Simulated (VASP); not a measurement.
Here is a VASP 6.6.1 calculation.

INCAR

```
PREC = Accurate ; ENCUT = 520
EDIFF = 1E-6 ; ISMEAR = 0
SIGMA = 0.1 ; LREAL = F
LASPH = T ; NELM = 60
ALGO = Normal ; ISIF = 2
LWAVE = F ; LCHARG = F
GGA = PE ; NBANDS = 47
```

File KPOINTS:

```
regular mesh
0
Gamma
  4 4 4
```

Contents of POSCAR:

```
TeMo5
1.0
    0.0000000000      3.9994470400      3.9994470400
    3.9994470400      0.0000000000      3.9994470400
    3.9994470400      3.9994470400      0.0000000000
Te Mo
1 5
Direct
    0.0000000000      0.0000000000      0.0000000000
    0.2500000000      0.2500000000      0.2500000000
    0.6255728100      0.1232815800      0.6255728100
    0.6255728100      0.6255728100      0.1232815800
    0.6255728100      0.6255728100      0.6255728100
    0.1232815800      0.6255728100      0.6255728100
```

Potentials or basis: VASP PAW PBE potentials, release 64 (Te, Mo_sv).

Launch:

```console
$ cat potpaw_PBE.64/Te/POTCAR potpaw_PBE.64/Mo_sv/POTCAR > POTCAR
$ mpirun -np 1 vasp_std > vasp.out
```

Question: Estimate the largest force.

Answer: 0.104 eV/Å.

Question: Estimate the pressure.

Answer: -25.0 GPa.

Question: Estimate the band gap on the k mesh.

Answer: Zero (bands 38 and 39 overlap by 0.82 eV).

Forces on the atoms (eV/Å):
```
Te   0.000  0.000  0.000
Mo   0.000  0.000  0.000
Mo   0.060 -0.060  0.060
Mo   0.060  0.060 -0.060
Mo  -0.060 -0.060 -0.060
Mo  -0.060  0.060  0.060
```

Caveat: the cell stands under tension; spin-orbit coupling is left out, which moves the levels of the heavy elements.
